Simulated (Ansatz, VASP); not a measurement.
## Si2Mo: VASP beside Ansatz

INCAR

```
PREC = Accurate
ENCUT = 520
EDIFF = 1E-7
ISMEAR = -1
SIGMA = 0.05
LREAL = False
LASPH = True
NELM = 80
ALGO = Normal
ISIF = 2
LWAVE = False
LCHARG = False
GGA = PE
NBANDS = 18
```

Contents of KPOINTS:

```
Automatic mesh
0
Gamma
  12 12 12
```

Contents of POSCAR:

```
Si2Mo
1.0
   -1.5783757276      1.5783757276      3.8773786233
    1.5783757276     -1.5783757276      3.8773786233
    1.5783757276      1.5783757276     -3.8773786233
Mo Si
1 2
Direct
    0.0000000000      0.0000000000      0.0000000000
    0.6670000000      0.6670000000      0.0000000000
    0.3330000000      0.3330000000      0.0000000000
```

input.yaml

```yaml
crystal:
  lattice:
    - [-1.5783757276, 1.5783757276, 3.8773786233]
    - [1.5783757276, -1.5783757276, 3.8773786233]
    - [1.5783757276, 1.5783757276, -3.8773786233]
  atoms:
    - { symbol: Mo, position: [0.0, 0.0, 0.0] }
    - { symbol: Si, position: [0.667, 0.667, 0.0] }
    - { symbol: Si, position: [0.333, 0.333, 0.0] }
hamiltonian:
  xc: pbe
  pseudopotentials: { kind: paw }
kpoints:
  mp_grid: { grid: [12, 12, 12] }
scf:
  occupations: { method: fermi_dirac, width: 0.05 }
output:
  forces: true
  stress: true
  eigenvalues: true
  write_density: true
  write_potential: true
  elf: true
  volumetric_format: npy
```

Alike in both runs: task single point; functional PBE; k mesh 12 × 12 × 12; occupations fermi-dirac, width 0.05 eV; no spin polarisation.

|  | VASP | Ansatz |
| --- | --- | --- |
| version | VASP 6.6.1 | Ansatz 0.2.0 |
| potentials or method | VASP PAW PBE potentials, release 64 (Mo_sv, Si) | Ansatz PAW |
| plane-wave cutoff (eV) | 520 | 420 |
| valence electrons in the cell | 22 | 22 |

|  | VASP | Ansatz | Ansatz less VASP |
| --- | --- | --- | --- |
| gap on the k mesh at the Fermi level (eV) | none | none | - |
| pressure (GPa) | 12.2 | 12.0 | -0.19 |
| traceless stress, the component that is largest in VASP (GPa) | 0.04 | 0.05 | +0.009 |
| rms of the force components (eV/Å) | 0.098 | 0.100 | +0.0027 |

Atom by atom the forces differ by 0.003 eV/Å (rms over components). A gap of «none» marks a metal or a gap that the smearing closes. With one functional, cell and mesh, what is left measures potentials, basis and numerics.
